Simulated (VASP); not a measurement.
CuI: single point with PBE

Crystal: CuI.

```
Cu I
1.0
     3.66139    0.00000    0.00000
     0.00000    3.66139    0.00000
     0.00000    0.00000    3.66139
Cu I
1 1
Direct
  0.00000 0.00000 0.00000
  0.50000 0.50000 0.50000
```

```json
{
  "Program": "VASP 6.6.1",
  "Task": "single point",
  "Functional": "PBE",
  "Potentials or basis": "VASP PAW PBE potentials, release 64 (Cu, I)",
  "Cutoff": "520 eV",
  "k mesh": "6 × 6 × 6",
  "Occupations": "fermi-dirac, width 0.02 eV",
  "Spin": "no spin polarisation",
  "Dipole correction": "no",
  "Further INCAR settings": "ALGO = Normal; EDIFF = 1e-07; NBANDS = 16"
}
```

| Property | Result |
| --- | --- |
| Pressure | -0.3 GPa |
| Band gap on the k mesh | zero (band 9 reaches 5.62 eV, above the bottom of band 10 at 5.21 eV) |

Levels at points of the mesh, in eV from the Fermi level:
```csv
k point,band 5,band 6,band 7,band 8,band 9,band 10,band 11,band 12,band 13,band 14
"(0.00, 0.00, 0.00)",-1.55,-1.55,-1.53,-1.53,-1.53,-0.37,5.51,5.51,10.16,10.16
"(0.50, 0.00, 0.00)",-1.84,-1.51,-1.38,0.04,0.04,3.47,3.91,6.34,6.34,6.42
"(0.50, 0.50, 0.00)",-1.66,-1.66,-1.56,-1.39,-0.34,-0.25,7.27,7.27,7.63,9.12
"(0.50, 0.50, 0.50)",-1.38,-1.38,-0.71,-0.71,-0.71,1.85,1.85,1.85,1.98,16.74
```

Run time: 11 s on 1 thread of Intel Xeon 6975P-C (shared host), peak memory 0.16 GiB.

Caveat: spin-orbit coupling is left out, which moves the levels of the heavy elements; semilocal functionals often make such compounds metallic where correlation or magnetic order opens a gap, which also shifts bond lengths.
